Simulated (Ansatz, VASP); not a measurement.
## One calculation of Ti, two programs

INCAR

```
SYSTEM = Ti
ALGO = Normal ; EDIFF = 1E-6
ENCUT = 520 ; GGA = PS
ISIF = 2 ; ISMEAR = -1
LASPH = .True. ; LCHARG = .True.
LELF = .True. ; LREAL = .False.
LVHAR = .True. ; LWAVE = .False.
NBANDS = 19 ; NELM = 100
PREC = Accurate ; SIGMA = 0.05
```

The input KPOINTS:

```
k-points
0
Gamma
  10 10 6
  0 0 0
```

POSCAR

```
Ti
1.0
    2.9500000000      0.0000000000      0.0000000000
   -1.4750000000      2.5547749412      0.0000000000
    0.0000000000      0.0000000000      4.5864000000
Ti
2
Direct
    0.6666666667      0.3333333333      0.7500000000
    0.3333333333      0.6666666667      0.2500000000
```

Contents of input.yaml:

```yaml
crystal:
  lattice:
    - [2.95, 0.0, 0.0]
    - [-1.475, 2.5547749412, 0.0]
    - [0.0, 0.0, 4.5864]
  atoms:
    - { symbol: Ti, position: [0.6666666667, 0.3333333333, 0.75] }
    - { symbol: Ti, position: [0.3333333333, 0.6666666667, 0.25] }
kpoints:
  mp_grid: { grid: [10, 10, 6] }
scf:
  occupations: { method: fermi_dirac, width: 0.05 }
hamiltonian:
  xc: pbesol
  pseudopotentials: { kind: all_electron, lapw: { basis_error: 0.001 } }
output:
  forces: true
  stress: true
  eigenvalues: true
```

Change from the starting cell: strain_z = -0.02.

Alike in both runs: task single point; functional PBEsol; k mesh 10 × 10 × 6; occupations fermi-dirac, width 0.05 eV; no spin polarisation.

|  | VASP | Ansatz |
| --- | --- | --- |
| version | VASP 6.6.1 | Ansatz 0.2.0 |
| potentials or method | VASP PAW PBE potentials, release 64 (Ti_sv), cutoff 520 eV | all-electron LAPW, scalar-relativistic |

```tsv
	VASP	Ansatz	Ansatz less VASP
gap on the k mesh at the Fermi level (eV)	none	none	-
pressure (GPa)	-3.9	-3.7	+0.20
traceless stress, the component that is largest in VASP (GPa)	0.91	0.91	+0.006
```

VASP's potentials were made for PBE, not for PBEsol. A gap of «none» marks a metal or a gap that the smearing closes. Ansatz ran all-electron here, and VASP with PAW potentials.
